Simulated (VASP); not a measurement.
# ZnSe (zincblende type) (F-43m) in VASP: a series of runs, part 2 of 2

VASP 6.6.1.

## (3) Single point, PBEsol (volume scaled by 0.8)

File INCAR:

```
  PREC = Accurate
  ENCUT = 520
  EDIFF = 1E-6
  ISMEAR = -1
  SIGMA = 0.08
  LREAL = False
  LASPH = True
  NELM = 80
  ALGO = Normal
  ISIF = 2
  LWAVE = False
  LCHARG = True
  GGA = PS
  LELF = True
  LVHAR = True
  NBANDS = 16
```

File KPOINTS:

```
regular mesh
0
Gamma
  11 11 11
```

File POSCAR:

```
ZnSe
1.0
    0.0000000000      2.6149038414      2.6149038414
    2.6149038414      0.0000000000      2.6149038414
    2.6149038414      2.6149038414      0.0000000000
Zn Se
1 1
Direct
    0.0000000000      0.0000000000      0.0000000000
    0.2500000000      0.2500000000      0.2500000000
```

Potentials or basis: VASP PAW PBE potentials, release 64 (Zn, Se).

On the command line:

```console
$ cat potpaw_PBE.64/Zn/POTCAR potpaw_PBE.64/Se/POTCAR > POTCAR
$ mpirun -np 1 vasp_std > vasp.out
```

OUTCAR:

```text
PREC = Accurate
   ENCUT = 520
   EDIFF = 1E-6
   ISMEAR = -1
   LREAL = False
   LASPH = True
   NELM = 80
   ISIF = 2
   GGA = PS

 ion  position               nearest neighbor table
   1  0.000  0.000  0.000-   2 2.26   2 2.26   2 2.26   2 2.26
   2  0.250  0.250  0.250-   1 2.26   1 2.26   1 2.26   1 2.26

  LATTYP: Found a face centered cubic cell.
 ALAT       =     5.2298076828

  Lattice vectors:

 A1 = (   0.0000000000,   2.6149038414,   2.6149038414)
 A2 = (   2.6149038414,   0.0000000000,   2.6149038414)
 A3 = (   2.6149038414,   2.6149038414,   0.0000000000)

Analysis of symmetry for initial positions (statically):
=====================================================================
 Subroutine PRICEL returns:
 Original cell was already a primitive cell.

 Routine SETGRP: Setting up the symmetry group for a
 face centered cubic supercell.

 Subroutine GETGRP returns: Found 24 space group operations
 (whereof 24 operations were pure point group operations)
 out of a pool of 48 trial point group operations.

The static configuration has the point symmetry T_d .

[... 157 lines left out ...]
  energy without entropy =       -6.20326829  energy(sigma->0) =       -6.20326830

 E-fermi :   4.9964     XC(G=0): -10.6671

 val. band max:        3.8864117085   @ k =   0.0000   0.0000   0.0000
 cond. band min:       6.1019144513   @ k =   0.0000   0.0000   0.0000
 fundamental gap:      2.2155027428
 Fermi energy:         4.9964034789

 k-point     1 :       0.0000    0.0000    0.0000
  band No.  band energies     occupation
      1     -11.2869      2.00000
      2      -3.8894      2.00000
      3      -3.8894      2.00000
      4      -3.8894      2.00000
      5      -3.2621      2.00000
      6      -3.2621      2.00000
[... 433 lines left out ...]
      3      -3.7732      2.00000
      4      -3.7713      2.00000
      5      -3.2959      2.00000
      6      -3.2275      2.00000
[... 8 lines left out ...]
     15      16.3084      0.00000
     16      17.8532      0.00000

 [... further k-points ...]

------------------------ aborting loop because EDIFF is reached ----------------------------------------

  FORCE on cell =-STRESS in cart. coord.  units (eV):
  Direction    XX          YY          ZZ          XY          YZ          ZX
  --------------------------------------------------------------------------------------
  -------------------------------------------------------------------------------------
  Total        5.5120794      5.5120794      5.5120794      0.0000000      0.0000000      0.0000000
  in kB      246.9612887    246.9612887    246.9612887      0.0000000      0.0000000      0.0000000
  external PRESSURE =     246.9612887 kB  Pullay stress =       0.0000000 kB

 VOLUME and BASIS-vectors are now :
 -----------------------------------------------------------------------------
  energy-cutoff  :      520.00
  volume of cell :       35.76
      direct lattice vectors                 reciprocal lattice vectors
     0.000000000  2.614903841  2.614903841    -0.191211620  0.191211620  0.191211620
     2.614903841  0.000000000  2.614903841     0.191211620 -0.191211620  0.191211620
     2.614903841  2.614903841  0.000000000     0.191211620  0.191211620 -0.191211620

 POSITION                                       TOTAL-FORCE (eV/Angst)
 -----------------------------------------------------------------------------------
      0.00000      0.00000      0.00000        -0.000000     -0.000000     -0.000000
      1.30745      1.30745      1.30745         0.000000      0.000000      0.000000
 -----------------------------------------------------------------------------------
    total drift:                                0.000002      0.000002      0.000003

  FREE ENERGIE OF THE ION-ELECTRON SYSTEM (eV)
  ---------------------------------------------------
  free  energy   TOTEN  =        -6.2032683189 eV

  energy  without entropy=       -6.2032682901  energy(sigma->0) =       -6.20326830
```

Wall time 14 s (1 thread of Intel Xeon 6975P-C (Granite Rapids), shared host); peak memory 0.18 GiB.

Results:

```yaml
Free_energy: -6.2033 eV
Pressure: 24.7 GPa
Band_gap_on_the_k_mesh: 2.22 eV, direct
```

Levels at points of the mesh, in eV from the valence-band top:
```csv
k point,band 6,band 7,band 8,band 9,band 10,band 11,band 12,band 13
"(0.00, 0.00, 0.00)",-7.15,0.00,0.00,0.00,2.22,5.54,5.54,5.54
```

Caveat: the PAW data sets were made with another functional, which shifts forces and pressure a little.

## (4) Single point, PBEsol (volume scaled by 0.88)

File INCAR:

```
PREC = Accurate ; ENCUT = 520
EDIFF = 1E-7 ; ISMEAR = -1
SIGMA = 0.08 ; LREAL = F
LASPH = T ; NELM = 60
ALGO = Normal ; ISIF = 2
LWAVE = F ; LCHARG = F
GGA = PS ; NBANDS = 16
```

File KPOINTS:

```
Automatic mesh
0
Gamma
  11 11 11
```

File POSCAR:

```
ZnSe
1.0
    0.0000000000      2.6993132393      2.6993132393
    2.6993132393      0.0000000000      2.6993132393
    2.6993132393      2.6993132393      0.0000000000
Zn Se
1 1
Direct
    0.0000000000      0.0000000000      0.0000000000
    0.2500000000      0.2500000000      0.2500000000
```

On the command line:

```console
$ cat potpaw_PBE.64/Zn/POTCAR potpaw_PBE.64/Se/POTCAR > POTCAR
$ mpirun -np 1 vasp_std > vasp.out
```

Wall time 14 s (1 thread of Intel Xeon 6975P-C (Granite Rapids), shared host); peak memory 0.18 GiB.

It converged, with:

```
Free energy            : -6.5970 eV
Pressure               : 11.6 GPa
Band gap on the k mesh : 1.78 eV, direct
```

Levels at points of the mesh, in eV from the valence-band top:
```csv
k point,band 7,band 8,band 9,band 10,band 11,band 12
"(0.00, 0.00, 0.00)",0.00,0.00,0.00,1.78,5.64,5.64
```

Caveat: the PAW data sets were made with another functional, which shifts forces and pressure a little.

## (5) Single point, PBEsol (volume scaled by 0.94)

File INCAR:

```
SYSTEM = ZnSe
PREC = Accurate
ENCUT = 520
EDIFF = 1E-7
ISMEAR = -1
SIGMA = 0.08
LREAL = .FALSE.
LASPH = .TRUE.
NELM = 60
ALGO = Normal
ISIF = 2
LWAVE = .FALSE.
LCHARG = .FALSE.
GGA = PS
NBANDS = 16
```

File KPOINTS:

```
Automatic mesh
0
G
  11 11 11
  0 0 0
```

File POSCAR:

```
ZnSe
1.0
    0.0000000000      2.7593175208      2.7593175208
    2.7593175208      0.0000000000      2.7593175208
    2.7593175208      2.7593175208      0.0000000000
Zn Se
1 1
Direct
    0.0000000000      0.0000000000      0.0000000000
    0.2500000000      0.2500000000      0.2500000000
```

On the command line:

```console
$ cat potpaw_PBE.64/Zn/POTCAR potpaw_PBE.64/Se/POTCAR > POTCAR
$ mpirun -np 1 vasp_std > vasp.out
```

Wall time 19 s (1 thread of Intel Xeon 6975P-C (Granite Rapids), shared host); peak memory 0.19 GiB.

It converged, with:

- Free energy: -6.7323 eV
- Pressure: 5.0 GPa
- Band gap on the k mesh: 1.50 eV, direct

Levels at points of the mesh, in eV from the valence-band top:
```tsv
k point	band 7	band 8	band 9	band 10	band 11	band 12
(0.00, 0.00, 0.00)	0.00	0.00	0.00	1.50	5.69	5.69
```

Caveat: the PAW data sets were made with another functional, which shifts forces and pressure a little.

## (6) The runs side by side

| cell | gap on the mesh (eV) | pressure (GPa) |
| --- | --- | --- |
| a = 3.570 Å, angles 60.0°, 2 atoms | 1.87 | 45.9 |
| a = 3.698 Å, angles 60.0°, 2 atoms | 2.22 | 24.7 |
| a = 3.817 Å, angles 60.0°, 2 atoms | 1.78 | 11.6 |
| a = 3.902 Å, angles 60.0°, 2 atoms | 1.50 | 5.0 |

Alike in all rows: task single point; level PBEsol; potentials or basis VASP PAW PBE potentials, release 64 (Zn, Se); no spin polarisation; k mesh 11 × 11 × 11; cutoff (eV) 520; smearing fermi-dirac 0.08 eV.

Caveats: the PAW data sets were made with another functional, which shifts forces and pressure a little.

Total energies depend on the potentials used, so only differences within one code and one set of settings carry meaning.
